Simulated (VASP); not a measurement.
Set up this calculation in VASP 6.6.1, as the native input.

```yaml
Task: single point
Functional: PBE
Potentials_or_basis: VASP PAW PBE potentials, release 64 (Ti_sv, Co)
Cutoff: 520 eV
k_mesh: 12 × 12 × 4
Occupations: gaussian, width 0.1 eV
Spin: collinear spin, ferromagnetic start
Starting_moments: "[0.0, 3.0] μB"
Dipole_correction: no
Further_INCAR_settings: ALGO = Normal; EDIFF = 1e-07; NBANDS = 22
```

The structure of TiCo lies in POSCAR:

```
TiCo
1.0
    2.6535273791     -0.0000000031      0.0000000000
   -1.3267636869      2.2980221215      0.0000000000
    0.0000000000      0.0000000000      4.5530357021
Ti Co
1 1
Direct
    0.0000000000      0.0000000000      0.0000000000
    0.0000000000      0.0000000000      0.5000000000
```

The input as run:

INCAR

```
PREC = Accurate ; ENCUT = 520
EDIFF = 1E-7 ; ISMEAR = 0
SIGMA = 0.1 ; LREAL = F
LASPH = T ; NELM = 150
ALGO = Normal ; ISIF = 2
LWAVE = F ; LCHARG = T
ISPIN = 2 ; MAGMOM = 0 3
LORBIT = 11 ; LMAXMIX = 4
GGA = PE ; LELF = T
LVHAR = T ; NBANDS = 22
```

KPOINTS

```
regular mesh
0
Gamma
  12 12 4
```

Potentials or basis: VASP PAW PBE potentials, release 64 (Ti_sv, Co).

The run is started by

```console
$ cat potpaw_PBE.64/Ti_sv/POTCAR potpaw_PBE.64/Co/POTCAR > POTCAR
$ mpirun -np 1 vasp_std > vasp.out
```

Results of the run:

| Item | Value |
| --- | --- |
| Pressure | -0.2 GPa |
| Net moment | 0.70 μB per cell |
| Site moments | Ti -0.03; Co +0.77 μB |
| Valence electrons inside the program's atomic spheres | Ti 10.53; Co 8.18 |

It took 50 s on 1 thread of Intel(R) Xeon(R) Platinum 8488C (Sapphire Rapids) (shared host), peak memory 0.19 GiB.
